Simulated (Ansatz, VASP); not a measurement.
**One calculation of ZnS, two programs**

```xyz
8
Lattice="5.6133 0.0725 -0.2130 -0.0725 -5.2753 -0.0599 0.2130 -0.0599 -5.4108" Properties=species:S:1:pos:R:3 pbc="T T T"
Zn    0.0355   -2.6444   -2.7310
Zn    2.8715    0.0667   -2.8233
Zn    2.7473   -2.6139   -0.1202
Zn    0.0078   -0.0309   -0.0475
S     4.3681   -4.0015   -4.2669
S     1.5382   -1.4057   -4.1613
S     1.5039   -3.9424   -1.5041
S     4.1890   -1.2158   -1.3969
```

Change from the starting cell: all atoms moved at random (sigma 0.06 Å a component), cell strained at random (sigma 0.03).

Alike in both runs: task single point; functional r2SCAN; k mesh 4 × 4 × 4; occupations gaussian, width 0.05 eV; no spin polarisation.

|  | VASP | Ansatz |
| --- | --- | --- |
| version | VASP 6.6.1 | Ansatz 0.2.0 |
| potentials or method | VASP PAW PBE potentials, release 64 (Zn, S), cutoff 520 eV | scalar-relativistic, plane waves, PAW |
| valence electrons in the cell | 72 | 72 |

|  | VASP | Ansatz | Ansatz less VASP |
| --- | --- | --- | --- |
| gap on the k mesh at the Fermi level (eV) | 2.32 | 2.32 | -0.006 |
| least direct gap on the mesh (eV) | 2.32 | 2.32 | -0.006 |
| pressure (GPa) | -0.9 | -1.0 | -0.05 |
| traceless stress, the component that is largest in VASP (GPa) | 4.44 | 4.43 | -0.017 |
| rms of the force components (eV/Å) | 0.445 | 0.443 | -0.0022 |

VASP's potentials were made for PBE, not for r2SCAN. Atom by atom the forces differ by 0.009 eV/Å (rms over components).
